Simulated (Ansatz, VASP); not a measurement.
Two plane-wave programs on MnSb

The input INCAR:

```
ALGO = Normal ; EDIFF = 1E-6
ENCUT = 520 ; GGA = PE
ISIF = 2 ; ISMEAR = -1
ISPIN = 2 ; LASPH = T
LCHARG = F ; LMAXMIX = 4
LORBIT = 11 ; LREAL = F
LWAVE = F ; MAGMOM = 4 0
NBANDS = 20 ; NELM = 150
PREC = Accurate ; SIGMA = 0.08
```

KPOINTS

```
k-points
0
Gamma
  12 12 12
```

File POSCAR:

```
MnSb
1.0
    0.0000000000      2.8498341525      2.8498341525
    2.8498341525      0.0000000000      2.8498341525
    2.8498341525      2.8498341525      0.0000000000
Mn Sb
1 1
Direct
    0.0000000000      0.0000000000      0.0000000000
    0.5000000000      0.5000000000      0.5000000000
```

Input for Ansatz:

```yaml
crystal:
  lattice:
    - [0.0, 2.8498341525, 2.8498341525]
    - [2.8498341525, 0.0, 2.8498341525]
    - [2.8498341525, 2.8498341525, 0.0]
  atoms:
    - { symbol: Mn, position: [0.0, 0.0, 0.0], spin: 4.0 }
    - { symbol: Sb, position: [0.5, 0.5, 0.5] }
magnetization:
  spin_polarized: true
kpoints:
  mp_grid: { grid: [12, 12, 12] }
scf:
  occupations: { method: fermi_dirac, width: 0.08 }
hamiltonian:
  xc: pbe
  pseudopotentials: { kind: paw }
output:
  forces: true
  stress: true
  eigenvalues: true
  populations: true
  write_density: true
  write_potential: true
  elf: true
  volumetric_format: npy
```

Change from the starting cell: volume scaled by 1.06, PAW files.

Alike in both runs: task single point; functional PBE; k mesh 12 × 12 × 12; occupations fermi-dirac, width 0.08 eV; collinear spin.

|  | VASP | Ansatz |
| --- | --- | --- |
| version | VASP 6.6.1 | Ansatz 0.2.0 |
| potentials or method | VASP PAW PBE potentials, release 64 (Mn_pv, Sb) | PAW with Ansatz's default frozen-core files, scalar-relativistic |
| plane-wave cutoff (eV) | 520 | 420 |
| valence electrons in the cell | 18 | 30 |

```csv
,VASP,Ansatz,Ansatz less VASP
pressure (GPa),-3.5,-3.5,+0.02
net moment per atom (μB),1.96,1.96,+0.002
size of the moment on the site where the two differ most (μB),3.85,3.92,+0.066
```

Site moments also hang on the region over which each program counts them. The functional is the same, so the differences come from potentials, cutoffs and numerics. VASP's potentials hold 18 valence electrons a cell and Ansatz's 30, so a difference there can come from the potentials and not from the codes.

Neither program's run includes spin-orbit coupling.
